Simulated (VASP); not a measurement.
# Pd (Fm-3m) in VASP: further runs

Pd is run at these levels: LDA; tasks: single point, relaxation of cell and atoms.

All numbers are computed with VASP 6.6.1; they aren't measurements. Logs are shortened: lines on timing, memory, paths and dates and some standing lists are left out, and cuts for length are marked.

### Step 1. The cell of the first run

It takes space group Fm-3m (No. 225, cubic). The conventional cell has a = 3.837 Å, b = 3.837 Å, c = 3.837 Å, α = 90.00°, β = 90.00°, γ = 90.00°. Pd (site symmetry m-3m) has 12 Pd at 2.71 Å within 3.6 Å.

### Step 2. Single point, LDA

INCAR

```
ALGO = Normal ; EDIFF = 1E-6
ENCUT = 500 ; GGA = CA
GGA_COMPAT = False ; ISIF = 2
ISMEAR = 0 ; LASPH = True
LCHARG = False ; LREAL = False
LWAVE = False ; NBANDS = 11
NELM = 120 ; PREC = Accurate
SIGMA = 0.05
```

KPOINTS

```
k-points
0
Gamma
  9 9 9
```

POSCAR

```
Pd
1.0
    0.0000000000      1.9183406389      1.9183406389
    1.9183406389      0.0000000000      1.9183406389
    1.9183406389      1.9183406389      0.0000000000
Pd
1
Direct
    0.0000000000      0.0000000000      0.0000000000
```

Potentials or basis: VASP PAW LDA potentials, release 64 (Pd).

On the command line:

```sh
$ cat potpaw_LDA.64/Pd/POTCAR > POTCAR
$ mpirun -np 1 vasp_std > vasp.out
```

OUTCAR:

```text
EDIFF = 1E-6
   ENCUT = 500
   GGA = CA
   ISIF = 2
   ISMEAR = 0
   LASPH = True
   LREAL = False
   NELM = 120
   PREC = Accurate

 ion  position               nearest neighbor table
   1  0.000  0.000  0.000-

  LATTYP: Found a face centered cubic cell.
 ALAT       =     3.8366812778

  Lattice vectors:

 A1 = (   0.0000000000,   1.9183406389,   1.9183406389)
 A2 = (   1.9183406389,   0.0000000000,   1.9183406389)
 A3 = (   1.9183406389,   1.9183406389,   0.0000000000)

Analysis of symmetry for initial positions (statically):
=====================================================================
 Subroutine PRICEL returns:
 Original cell was already a primitive cell.

 Routine SETGRP: Setting up the symmetry group for a
 face centered cubic supercell.

 Subroutine GETGRP returns: Found 48 space group operations
 (whereof 48 operations were pure point group operations)
 out of a pool of 48 trial point group operations.

The static configuration has the point symmetry O_h .

Analysis of symmetry for dynamics (positions and initial velocities):
=====================================================================
 Subroutine PRICEL returns:
 Original cell was already a primitive cell.

 Routine SETGRP: Setting up the symmetry group for a
 face centered cubic supercell.

 Subroutine GETGRP returns: Found 48 space group operations
 (whereof 48 operations were pure point group operations)
 out of a pool of 48 trial point group operations.

The dynamic configuration has the point symmetry O_h .

 Subroutine INISYM returns: Found 48 space group operations
 (whereof 48 operations are pure point group operations),
 and found     1 'primitive' translations

----------------------------------------------------------------------------------------

                                     Primitive cell

  volume of cell :      14.1191

  direct lattice vectors                    reciprocal lattice vectors
     0.000000000  1.918340639  1.918340639    -0.260641927  0.260641927  0.260641927
     1.918340639  0.000000000  1.918340639     0.260641927 -0.260641927  0.260641927
     1.918340639  1.918340639  0.000000000     0.260641927  0.260641927 -0.260641927

  length of vectors
     2.712943349  2.712943349  2.712943349     0.451445059  0.451445059  0.451445059

  position of ions in fractional coordinates (direct lattice)
     0.000000000  0.000000000  0.000000000

  ion indices of the primitive-cell ions
   primitive index   ion index
                 1           1

----------------------------------------------------------------------------------------

 KPOINTS: k-points

Automatic generation of k-mesh.
 Grid dimensions read from file:
 generate k-points for:    9    9    9

 Generating k-lattice:

  Cartesian coordinates                     Fractional coordinates (reciprocal lattice)
    -0.028960214  0.028960214  0.028960214     0.111111111  0.000000000  0.000000000
     0.028960214 -0.028960214  0.028960214     0.000000000  0.111111111  0.000000000
     0.028960214  0.028960214 -0.028960214     0.000000000  0.000000000  0.111111111

  Length of vectors
     0.050160562  0.050160562  0.050160562

  Shift w.r.t. Gamma in fractional coordinates (k-lattice)
     0.000000000  0.000000000  0.000000000

 Subroutine IBZKPT returns following result:
 ===========================================

 Found     35 irreducible k-points:

 Following reciprocal coordinates:
            Coordinates               Weight
  0.000000  0.000000  0.000000      1.000000
  0.111111  0.000000  0.000000      8.000000
  0.222222  0.000000  0.000000      8.000000
  0.333333  0.000000  0.000000      8.000000
  0.444444  0.000000  0.000000      8.000000
  0.111111  0.111111  0.000000      6.000000
[... 16 lines left out ...]
 -0.333333  0.333333  0.000000     12.000000
  0.444444  0.444444  0.000000      6.000000
 [... further k-points ...]
   k-points           NKPTS =     35   k-points in BZ     NKDIM =     35   number of bands    NBANDS=     11
   number of dos      NEDOS =    301   number of ions     NIONS =      1
   total plane-waves  NPLWV =   8000
   dimension x,y,z NGX =    20 NGY =   20 NGZ =   20
   dimension x,y,z NGXF=    40 NGYF=   40 NGZF=   40
   ions per type =               1
   NGX,Y,Z   is equivalent  to a cutoff of  12.26, 12.26, 12.26 a.u.
   NGXF,Y,Z  is equivalent  to a cutoff of  24.51, 24.51, 24.51 a.u.
 SYSTEM =  unknown system
   PREC   = accura    normal or accurate (medium, high low for compatibility)
   ISTART =      0    job   : 0-new  1-cont  2-samecut
   ICHARG =      2    charge: 1-file 2-atom 10-const
   ISPIN  =      1    spin polarized calculation?
   LNONCOLLINEAR =      F non collinear calculations
   LSORBIT =      F    spin-orbit coupling
   LASPH  =      T    aspherical Exc in radial PAW
   ENCUT  =  500.0 eV  36.75 Ry    6.06 a.u.   4.95  4.95  4.95*2*pi/ulx,y,z
   NELM   =    120;   NELMIN=  2; NELMDL= -5     # of ELM steps
   EDIFF  = 0.1E-05   stopping-criterion for ELM
   LREAL  =      F    real-space projection
   EDIFFG = 0.1E-04   stopping-criterion for IOM
   NSW    =      0    number of steps for IOM
   IBRION =     -1    ionic relax: 0-MD 1-quasi-New 2-CG
   NFREE  =      0    steps in history (QN), initial steepest desc. (CG)
   ISIF   =      2    stress and relaxation
   ISYM   =      2    0-nonsym 1-usesym 2-fastsym
   POTIM  = 0.5000    time-step for ionic-motion
   TEBEG  =    0.0;   TEEND  =   0.0 temperature during run
   PSTRESS=    0.0 pullay stress
   NELECT =      10.0000    total number of electrons
   NUPDOWN=      -1.0000    fix difference up-down
   EMIN   =  10.00;   EMAX   =-10.00  energy-range for DOS
   EFERMI =   0.00;   METHOD = LEGACY
   ISMEAR =     0;   SIGMA  =   0.05  broadening in eV -4-tet -1-fermi 0-gaus
   EFERMI_NEDOS =   21; number of points for ismear=-14 and -15
   IALGO  =     38    algorithm
   IMIX   =      4    mixing-type and parameters
     AMIX     =   0.40;   BMIX     =  1.00
     AMIX_MAG =   1.60;   BMIX_MAG =  1.00
  volume/ion in A,a.u.               =      14.12        95.28
  Fermi-wavevector in a.u.,A,eV,Ry     =   1.459282  2.757642 28.973644  2.129503
  Thomas-Fermi vector in A             =   2.575867
   LORBIT       =      0    0 simple, 1 ext, 2 COOP (PROOUT), +10 PAW based schemes
   GGA     = CA    functional components
   LHFCALC =     F    Hartree Fock is set to
   AEXX    =    0.0000 exact exchange contribution
   IVDW    =     0    specifies the selected vdW correction
   LEPSILON=     F    determine dielectric tensor
   LRPA    =     F    only Hartree local field effects (RPA)
 non-spin polarized calculation
 Gauss-broadening in eV      SIGMA  =   0.05
  energy-cutoff  :      500.00
  volume of cell :       14.12
 maximum number of plane-waves:       366
   NGX =  9   NGY =  9   NGZ =  9

 number of electron      10.0000005 magnetization

 Free energy of the ion-electron system (eV)
  ---------------------------------------------------
  ext. energy  EPLUGINS =         0.00000000
  ---------------------------------------------------
  free energy    TOTEN  =        -6.50504667 eV

  energy without entropy =       -6.50313348  energy(sigma->0) =       -6.50409007

 E-fermi :  10.3196     XC(G=0): -13.7885

 val. band max:       10.3132967014   @ k =   0.4444   0.1111   0.0000
 cond. band min:      10.3555229722   @ k =  -0.4444   0.3333   0.0000
 fundamental gap:      0.0422262708
 Fermi energy:        10.3196377123

 k-point     1 :       0.0000    0.0000    0.0000
  band No.  band energies     occupation
      1       2.7788      2.00000
      2       7.2633      2.00000
      3       7.2633      2.00000
      4       7.2633      2.00000
      5       9.0331      2.00000
      6       9.0331      2.00000
      7      27.4991      0.00000
      8      32.4738      0.00000
      9      32.4738      0.00000
     10      32.4738      0.00000
     11      35.9129      0.00000

 k-point     2 :       0.1111    0.0000    0.0000
  band No.  band energies     occupation
      1       3.2334      2.00000
      2       7.1098      2.00000
      3       7.4160      2.00000
      4       7.4160      2.00000
      5       8.9670      2.00000
      6       8.9670      2.00000
      7      27.9671      0.00000
      8      30.1951      0.00000
      9      33.0333      0.00000
     10      33.0333      0.00000
     11      35.9451      0.00000

 k-point     3 :       0.2222    0.0000    0.0000
  band No.  band energies     occupation
      1       4.2889      2.00000
      2       7.0635      2.00000
      3       7.5967      2.00000
      4       7.5967      2.00000
      5       9.0695      2.00000
      6       9.0695      2.00000
      7      26.1753      0.00000
      8      28.7898      0.00000
      9      34.2853      0.00000
     10      34.2853      0.00000
     11      35.9561      0.00000

 k-point     4 :       0.3333    0.0000    0.0000
  band No.  band energies     occupation
      1       4.7608      2.00000
      2       7.4396      2.00000
      3       7.4396      2.00000
      4       8.4174      2.00000
      5       9.6734      2.00000
      6       9.6734      2.00000
      7      22.1235      0.00000
      8      27.8867      0.00000
      9      33.5615      0.00000
     10      33.5615      0.00000
     11      35.9202      0.00000

 k-point     5 :       0.4444    0.0000    0.0000
  band No.  band energies     occupation
      1       4.6631      2.00000
      2       7.2503      2.00000
      3       7.2503      2.00000
      4      10.2407      1.97435
      5      10.2407      1.97435
      6      10.7003      0.00000
      7      18.6173      0.00000
      8      27.0084      0.00000
      9      31.9356      0.00000
     10      31.9356      0.00000
     11      35.9337      0.00000
[... 211 lines left out ...]
 k-point    21 :       0.4444    0.3333    0.0000
  band No.  band energies     occupation
      1       4.9973      2.00000
      2       5.2710      2.00000
      3       9.1038      2.00000
      4       9.5636      2.00000
      5      10.4210      0.00415
      6      12.5915      0.00000
      7      23.1764      0.00000
      8      24.5048      0.00000
      9      25.4252      0.00000
     10      31.9046      0.00000
     11      34.2614      0.00000

 k-point    22 :      -0.4444    0.3333    0.0000
  band No.  band energies     occupation
      1       5.1673      2.00000
      2       5.7281      2.00000
      3       8.3510      2.00000
      4       9.2809      2.00000
      5      10.3555      0.31011
      6      16.0176      0.00000
      7      19.5532      0.00000
      8      22.6490      0.00000
      9      26.1942      0.00000
     10      31.3253      0.00000
     11      35.9134      0.00000

 k-point    23 :      -0.3333    0.3333    0.0000
  band No.  band energies     occupation
      1       5.6230      2.00000
      2       6.4302      2.00000
      3       7.4435      2.00000
      4       8.8655      2.00000
      5       9.8093      2.00000
      6      16.4760      0.00000
      7      19.5467      0.00000
      8      21.6813      0.00000
      9      28.3930      0.00000
     10      30.5245      0.00000
     11      35.9635      0.00000

 k-point    24 :       0.4444    0.4444    0.0000
  band No.  band energies     occupation
      1       4.6161      2.00000
      2       4.8895      2.00000
      3      10.2693      1.84568
      4      10.5062      0.00000
      5      10.5062      0.00000
      6      12.9107      0.00000
      7      22.4059      0.00000
      8      23.9879      0.00000
      9      23.9879      0.00000
     10      32.4468      0.00000
     11      32.5896      0.00000

 [... further k-points ...]

------------------------ aborting loop because EDIFF is reached ----------------------------------------

  FORCE on cell =-STRESS in cart. coord.  units (eV):
  Direction    XX          YY          ZZ          XY          YZ          ZX
  --------------------------------------------------------------------------------------
  -------------------------------------------------------------------------------------
  Total        0.0272228      0.0272228      0.0272228      0.0000000      0.0000000      0.0000000
  in kB        3.0891328      3.0891328      3.0891328      0.0000000      0.0000000      0.0000000
  external PRESSURE =       3.0891328 kB  Pullay stress =       0.0000000 kB

 VOLUME and BASIS-vectors are now :
 -----------------------------------------------------------------------------
  energy-cutoff  :      500.00
  volume of cell :       14.12
      direct lattice vectors                 reciprocal lattice vectors
     0.000000000  1.918340639  1.918340639    -0.260641927  0.260641927  0.260641927
     1.918340639  0.000000000  1.918340639     0.260641927 -0.260641927  0.260641927
     1.918340639  1.918340639  0.000000000     0.260641927  0.260641927 -0.260641927

 POSITION                                       TOTAL-FORCE (eV/Angst)
 -----------------------------------------------------------------------------------
      0.00000      0.00000      0.00000        -0.000000      0.000000      0.000000
 -----------------------------------------------------------------------------------
    total drift:                                0.000000      0.000000      0.000000

  FREE ENERGIE OF THE ION-ELECTRON SYSTEM (eV)
  ---------------------------------------------------
  free  energy   TOTEN  =        -6.5050466655 eV

  energy  without entropy=       -6.5031334761  energy(sigma->0) =       -6.50409007
```

It took 3.1 s on 1 thread of Intel Xeon 6975P-C (Granite Rapids), shared host; peak memory 0.11 GiB.

Results:

```yaml
Free_energy: -6.5050 eV
Pressure: 0.3 GPa
Band_gap_on_the_k_mesh: zero (bands 5 and 6 overlap by 1.59 eV)
```

Levels at points of the mesh, in eV from the Fermi level:
```
           k point  band 3  band 4  band 5  band 6  band 7  band 8
(0.00, 0.00, 0.00)   -3.06   -3.06   -1.29   -1.29   17.18   22.15
```

### Step 3. Relaxation of cell and atoms, LDA

This run uses another cell than the first one, of 14.72 Å³/atom.

INCAR

```
PREC = Accurate ; ENCUT = 500
EDIFF = 1E-7 ; ISMEAR = 0
SIGMA = 0.05 ; LREAL = False
LASPH = True ; NELM = 120
ALGO = Normal ; ISIF = 3
LWAVE = False ; LCHARG = False
GGA = CA ; IBRION = 2
NSW = 80 ; EDIFFG = -0.02
GGA_COMPAT = False ; NELMIN = 4
```

KPOINTS

```
regular mesh
0
Gamma
  9 9 9
```

POSCAR

```
Pd
1.0
    0.0000000000      1.9450000000      1.9450000000
    1.9450000000      0.0000000000      1.9450000000
    1.9450000000      1.9450000000      0.0000000000
Pd
1
Direct
    0.0000000000      0.0000000000      0.0000000000
```

Potentials or basis: VASP PAW LDA potentials, release 64 (Pd).

On the command line:

```sh
$ cat potpaw_LDA.64/Pd/POTCAR > POTCAR
$ mpirun -np 1 vasp_std > vasp.out
```

Wall time 5.2 s (1 thread of Intel Xeon 6975P-C (Granite Rapids), shared host); peak memory 0.12 GiB.

It converged, with:

```
Free energy                           : -6.5053 eV
Relaxed volume                        : 14.15 Å³/atom
Relaxed cell                          : a = 2.715 Å, b = 2.715 Å, c = 2.715 Å, α = 60.00°, β = 60.00°, γ = 60.00°
Space group after relaxing (to 0.1 Å) : Fm-3m (No. 225)
Energy gained by relaxing             : 15.6 meV/atom
Ionic steps                           : 3
Pressure after relaxing               : -0.2 GPa
Band gap on the k mesh                : zero (bands 5 and 6 overlap by 1.59 eV)
```

Step by step:
| step | energy change (eV) | largest force (eV/Å) | pressure (GPa) | volume (Å³) |
| --- | --- | --- | --- | --- |
| 1 | 0.0000 | 0.0000 | -8.24 | 14.72 |
| 2 | 0.0401 | 0.0000 | 19.76 | 13.16 |
| 3 | -0.0156 | 0.0000 | -0.20 | 14.15 |

Final structure:
```cif
data_structure
_symmetry_space_group_name_H-M 'P 1'
_symmetry_Int_Tables_number 1
_cell_length_a 2.7148
_cell_length_b 2.7148
_cell_length_c 2.7148
_cell_angle_alpha 60.000
_cell_angle_beta 60.000
_cell_angle_gamma 60.000
_cell_volume 14.15
loop_
_atom_site_label
_atom_site_type_symbol
_atom_site_fract_x
_atom_site_fract_y
_atom_site_fract_z
_atom_site_occupancy
Pd1 Pd 0.00000 0.00000 0.00000 1
```

Levels at points of the mesh, in eV from the Fermi level:
```
           k point  band 2  band 3  band 4  band 5  band 6  band 7  band 8  band 9
(0.00, 0.00, 0.00)   -3.05   -3.05   -3.05   -1.28   -1.28   17.18   22.14   22.14
```
